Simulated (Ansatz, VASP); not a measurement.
**Two plane-wave programs on InAs**

```xyz
2
Lattice="0.0000 3.1157 2.9877 3.1157 0.0000 2.9877 3.1157 3.1157 0.0000" Properties=species:S:1:pos:R:3 pbc="T T T"
In    0.0000    0.0000    0.0000
As    1.5578    1.5578    1.4938
```

Change from the starting cell: epitaxial_xy strain +2.0%.

Alike in both runs: task single point; functional r2SCAN; k mesh 8 × 8 × 8; occupations fermi-dirac, width 0.02 eV; non-collinear spin, spin-orbit coupling.

|  | VASP | Ansatz |
| --- | --- | --- |
| version | VASP 6.6.1 | Ansatz 0.2.0 |
| potentials or method | VASP PAW PBE potentials, release 64 (In_d, As) | plane waves, PAW |
| plane-wave cutoff (eV) | 520 | 500 |
| valence electrons in the cell | 18 | 28 |

```tsv
	VASP	Ansatz	Ansatz less VASP
pressure (GPa)	-1.0	-1.0	-0.02
traceless stress, the component that is largest in VASP (GPa)	0.96	0.96	+0.001
net moment per atom (μB)	0.00	0.00	0.000
```

VASP's potentials were made for PBE, not for r2SCAN. VASP's potentials hold 18 valence electrons a cell and Ansatz's 28, so a difference there can come from the potentials and not from the codes.
